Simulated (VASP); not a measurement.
Si31C32 (a cell with a defect): single point with PBEsol

The system is Si31C32 (a cell with a defect).

```
Si C
1.0
     8.71371    0.00000    0.00000
     0.00000    8.71371    0.00000
     0.00000    0.00000    8.71371
Si C
31 32
Direct
  0.00013 0.99978 0.00033
  0.99975 0.99931 0.50065
  0.99979 0.50008 0.99997
  0.00053 0.49962 0.50018
  0.50046 0.99927 0.99982
  0.49998 0.00020 0.50016
  0.49997 0.49961 0.00075
  0.24992 0.24953 0.00041
  0.24887 0.24854 0.49726
  0.24890 0.74963 0.00071
  0.24957 0.75021 0.50442
  0.74999 0.24859 0.00062
  0.75058 0.24927 0.50447
  0.75036 0.74990 0.00005
  0.75242 0.75213 0.49432
  0.24990 0.99985 0.25005
  0.24892 0.00015 0.75016
  0.24893 0.49671 0.24915
  0.24960 0.50383 0.75075
  0.74999 0.00013 0.24910
  0.75034 0.99946 0.75047
  0.75054 0.50386 0.24986
  0.75258 0.49390 0.75279
  0.00021 0.24952 0.25011
  0.00044 0.24857 0.75018
  0.00048 0.74961 0.24914
  0.99990 0.74994 0.75058
  0.49710 0.24846 0.24902
  0.50430 0.24930 0.75075
  0.50419 0.75021 0.24986
  0.49393 0.75201 0.75256
  0.12511 0.12474 0.12530
  0.12413 0.12383 0.62555
  0.12419 0.62498 0.12443
  0.12436 0.62531 0.62586
  0.62538 0.12375 0.12424
  0.62568 0.12401 0.62586
  0.62568 0.62532 0.12456
  0.64439 0.64418 0.64468
  0.37506 0.37468 0.12467
  0.36175 0.36138 0.63944
  0.37389 0.87519 0.12472
  0.37482 0.87618 0.62572
  0.87554 0.37345 0.12478
  0.87647 0.37457 0.62576
  0.87530 0.87493 0.12498
  0.87524 0.87481 0.62689
  0.37505 0.12412 0.37524
  0.37393 0.12421 0.87570
  0.36179 0.63885 0.36202
  0.37480 0.62517 0.87671
  0.87555 0.12420 0.37408
  0.87530 0.12440 0.87547
  0.87647 0.62517 0.37509
  0.87538 0.62624 0.87553
  0.12445 0.37471 0.37525
  0.12458 0.37344 0.87574
  0.12457 0.87518 0.37405
  0.12481 0.87497 0.87551
  0.63931 0.36131 0.36189
  0.62557 0.37457 0.87667
  0.62555 0.87618 0.37505
  0.62673 0.87468 0.87525
```

| Item | Value |
| --- | --- |
| Program | VASP 6.6.1 |
| Task | single point |
| Functional | PBEsol |
| Potentials or basis | VASP PAW PBE potentials, release 64 (Si, C) |
| Cutoff | 520 eV |
| k mesh | 1 × 1 × 1, shifted |
| Occupations | fermi-dirac, width 0.05 eV |
| Spin | no spin polarisation |
| Dipole correction | no |
| Charge | 2 |
| Further INCAR settings | LREAL = Auto; ALGO = Normal; EDIFF = 1e-06; NBANDS = 163; ISYM = -1; NELECT = 250.0 |

```yaml
Largest_force: 0.114 eV/Å
```

Forces on the atoms (eV/Å):
```
Si  -0.001 -0.002 -0.002
Si  -0.002  0.010  0.019
Si   0.005  0.011  0.007
Si  -0.009  0.018  0.016
Si   0.023  0.003  0.001
Si   0.015 -0.008  0.017
Si   0.018  0.022 -0.011
Si   0.005 -0.002  0.000
Si   0.013  0.013  0.036
Si   0.003  0.005 -0.006
Si   0.009  0.005 -0.006
Si   0.007 -0.002  0.000
Si   0.006  0.004 -0.010
Si   0.006  0.007 -0.001
Si  -0.022 -0.023  0.101
Si   0.005  0.004  0.008
Si   0.002 -0.003  0.009
Si   0.014  0.035  0.010
Si   0.001 -0.004  0.006
Si   0.008 -0.004  0.002
Si   0.003  0.001  0.005
Si   0.007 -0.005 -0.006
Si  -0.036  0.098 -0.036
Si   0.003  0.003  0.003
Si   0.000  0.003  0.005
Si  -0.007  0.007  0.001
Si   0.000  0.007  0.001
Si   0.037  0.019  0.013
Si  -0.012  0.003  0.002
Si   0.003  0.005 -0.005
Si   0.111 -0.017 -0.018
C    0.006  0.005  0.004
C    0.008  0.000 -0.006
C    0.010 -0.007  0.008
C   -0.012 -0.001  0.004
C   -0.007  0.006  0.011
C    0.003 -0.015  0.002
C   -0.005 -0.002 -0.005
C   -0.007 -0.017 -0.007
C   -0.017 -0.020 -0.005
C   -0.002 -0.008 -0.053
C    0.011 -0.015  0.004
C   -0.021  0.003 -0.011
C   -0.008  0.013 -0.001
C    0.006 -0.022 -0.004
C   -0.011 -0.012  0.008
C    0.017  0.010 -0.038
C   -0.021 -0.008 -0.023
C    0.000 -0.001 -0.010
C   -0.010 -0.048 -0.005
C   -0.022 -0.008  0.001
C   -0.014 -0.004  0.006
C   -0.016  0.014 -0.013
C    0.003  0.000 -0.021
C    0.006 -0.026  0.011
C   -0.008 -0.021 -0.015
C   -0.003  0.010 -0.008
C    0.002 -0.014  0.004
C    0.007 -0.012 -0.009
C   -0.057 -0.009 -0.003
C   -0.005 -0.019  0.006
C   -0.009  0.000 -0.017
C   -0.040  0.017  0.023
```

Levels at points of the mesh, in eV from the Fermi level:
```
           k point  band 122  band 123  band 124  band 125  band 126  band 127  band 128  band 129
(0.25, 0.25, 0.25)     -0.55     -0.44     -0.18     -0.18      0.15      0.76      0.76      2.53
```

Wall time 3 min on 1 thread of AMD EPYC 9R45 96-Core Processor (Zen 5), with other jobs on the host, peak memory 0.65 GiB.

Caveat: the cell carries a net charge on a neutralising background, which shifts energy and pressure; the cell is charged against a uniform background, so pressure and absolute levels hang on convention; the PAW data sets were made with another functional, which shifts forces and pressure a little.
